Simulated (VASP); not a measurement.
Input of a VASP 6.6.1 run:

Contents of INCAR:

```
PREC     = Accurate       # precision mode
ENCUT    = 680            # plane-wave cutoff, eV
EDIFF    = 1E-6           # SCF threshold, eV
ISMEAR   = 0              # smearing method
SIGMA    = 0.05           # smearing width, eV
LREAL    = F              # projectors in reciprocal space
LASPH    = T              # aspherical terms in the spheres
NELM     = 200            # most SCF steps
ALGO     = Normal         # electronic algorithm
ISIF     = 2              # what is computed and relaxed
LWAVE    = F              # write WAVECAR
LCHARG   = F              # write CHGCAR
MAGMOM   = 0 0 4.27 0 0 0.22 # initial moments
LORBIT   = 11             # projections on sites
LSORBIT  = T              # spin-orbit coupling
GGA_COMPAT= F            
LORBMOM  = T            
LMAXMIX  = 4              # l up to which the mixer works
GGA      = CA             # functional
NBANDS   = 33             # bands
```

KPOINTS

```
Automatic mesh
0
Gamma
  6 6 6
```

POSCAR

```
MnS
1.0
    0.0000000000      2.6122498900      2.6122498900
    2.6122498900      0.0000000000      2.6122498900
    2.6122498900      2.6122498900      0.0000000000
Mn S
1 1
Direct
    0.0000000000      0.0000000000      0.0000000000
    0.5000000000      0.5000000000      0.5000000000
```

Potentials or basis: VASP PAW LDA potentials, release 64 (Mn_sv, S).

Launch:

```console
$ cat potpaw_LDA.64/Mn_sv/POTCAR potpaw_LDA.64/S/POTCAR > POTCAR
$ mpirun -np 1 vasp_ncl > vasp.out
```

What does it give for the net moment?

4.46 μB per cell.

Estimate the pressure.

-13.7 GPa.

Moments on the atoms (μB; x, y, z):
```
Mn  0.00 0.00 3.86
S   0.00 0.00 0.08
```

Caveat: the cell stands under tension; a cell with one magnetic atom can't hold antiferromagnetic order, which such compounds often take.
